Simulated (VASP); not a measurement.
A run of VASP 6.6.1 is set up as follows.

INCAR

```
SYSTEM = KF
PREC = Accurate
ENCUT = 520
EDIFF = 1E-7
ISMEAR = 0
SIGMA = 0.01
LREAL = .False.
LASPH = .True.
NELM = 100
ALGO = Normal
ISIF = 2
LWAVE = .False.
LCHARG = .False.
GGA = PE
NBANDS = 24
```

Contents of KPOINTS:

```
Automatic mesh
0
Gamma
  6 6 2
  0 0 0
```

Contents of POSCAR:

```
KF
1.0
    3.6599347855      0.0000000000      0.0000000000
   -1.8299673927      3.1695965005      0.0000000000
    0.0000000000      0.0000000000      6.4788134942
K F
2 2
Direct
    0.0000000000      0.0000000000      0.0000000000
    0.0000000000      0.0000000000      0.5000000000
    0.3333333333      0.6666666667      0.2500000000
    0.6666666667      0.3333333333      0.7500000000
```

Potentials or basis: VASP PAW PBE potentials, release 64 (K_sv, F).

Run with:

```sh
$ cat potpaw_PBE.64/K_sv/POTCAR potpaw_PBE.64/F/POTCAR > POTCAR
$ mpirun -np 1 vasp_std > vasp.out
```

Problem. Predict the band gap on the k mesh.

Solution. 6.19 eV, direct.

Problem. Estimate the pressure.

Solution. 2.1 GPa.

Stress tensor (GPa, compression positive):
```
1.97 0.00 0.00
0.00 1.97 0.00
0.00 0.00 2.23
```

Caveat: the k points lie up to 0.48 Å⁻¹ apart.
